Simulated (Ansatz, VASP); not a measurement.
# One calculation of Ti, two programs

```
Ti
1.0
     2.93908    0.00000    0.00000
    -1.46954    2.54531    0.00000
     0.00000    0.00000    4.65599
Ti
2
Direct
  0.33333 0.66667 0.25000
  0.66667 0.33333 0.75000
```

Alike in both runs: functional PBE; k mesh 12 × 12 × 7; occupations fermi-dirac, width 0.1 eV; no spin polarisation.

Ansatz relaxed the structure, and its values are those at the end. VASP's run is a single point on that final structure, the one shown.

|  | VASP | Ansatz |
| --- | --- | --- |
| version | VASP 6.6.1 | Ansatz 0.2.0 |
| potentials or method | VASP PAW PBE potentials, release 64 (Ti_sv), cutoff 520 eV | plane waves (420 eV) with PAW, scalar-relativistic |
| valence electrons in the cell | 24 | 24 |

Ansatz gave:

| Property | Result |
| --- | --- |
| pressure (GPa) | 0.0 |

What did VASP give for the same quantities?

Pressure (GPa): -0.2.

The functional is the same, so the differences come from potentials, cutoffs and numerics.
